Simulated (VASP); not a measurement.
Wanted: the native input for a VASP 6.6.1 run.

* Task: single point
* Functional: PBEsol
* Potentials or basis: VASP PAW PBE potentials, release 64 (Ti_sv, C)
* Cutoff: 520 eV
* k mesh: 18 × 18 × 12
* Occupations: gaussian, width 0.1 eV
* Spin: no spin polarisation
* Dipole correction: no
* Further INCAR settings: ALGO = Normal; EDIFF = 1e-07; NBANDS = 24

The structure of TiC lies in POSCAR:

```
TiC
1.0
    2.1037529296      2.1037529296      0.0000000000
   -2.1037529296      2.1037529296      0.0000000000
    0.0000000000      0.0000000000      4.3333462057
Ti C
2 2
Direct
    0.0000000000      0.0000000000      0.0000000000
    0.5000000000      0.5000000000      0.5000000000
    0.5000000000      0.5000000000      0.0000000000
    0.0000000000      0.0000000000      0.5000000000
```

This cell differs from its parent crystal: biaxial strain in the a-b plane: -2.0 %, then relaxed in part.

These files were run (other wordings do the same):

INCAR

```
ALGO     = Normal         # electronic algorithm
EDIFF    = 1E-7           # SCF threshold, eV
ENCUT    = 520            # plane-wave cutoff, eV
GGA      = PS             # functional
ISIF     = 2              # what is computed and relaxed
ISMEAR   = 0              # smearing method
LASPH    = True           # aspherical terms in the spheres
LCHARG   = False          # write CHGCAR
LREAL    = False          # projectors in reciprocal space
LWAVE    = False          # write WAVECAR
NBANDS   = 24             # bands
NELM     = 60             # most SCF steps
PREC     = Accurate       # precision mode
SIGMA    = 0.1            # smearing width, eV
```

KPOINTS

```
k-points
0
Gamma
  18 18 12
```

Potentials or basis: VASP PAW PBE potentials, release 64 (Ti_sv, C).

The run is started by

```bash
$ cat potpaw_PBE.64/Ti_sv/POTCAR potpaw_PBE.64/C/POTCAR > POTCAR
$ mpirun -np 1 vasp_std > vasp.out
```

It gave:

```json
{
 "Pressure": "9.5 GPa",
 "Band gap on the k mesh": "zero (bands 16 and 17 overlap by 1.27 eV)"
}
```

Caveat: the cell differs from its parent crystal (biaxial strain in the a-b plane: -2.0 %, then relaxed in part); the stress differs along the axes, from 0 to 14 GPa; the PAW data sets were made with another functional, which shifts forces and pressure a little.

Run time: 2.9 min on 1 thread of Intel(R) Xeon(R) 6975P-C (Granite Rapids), on a shared host, peak memory 0.39 GiB.
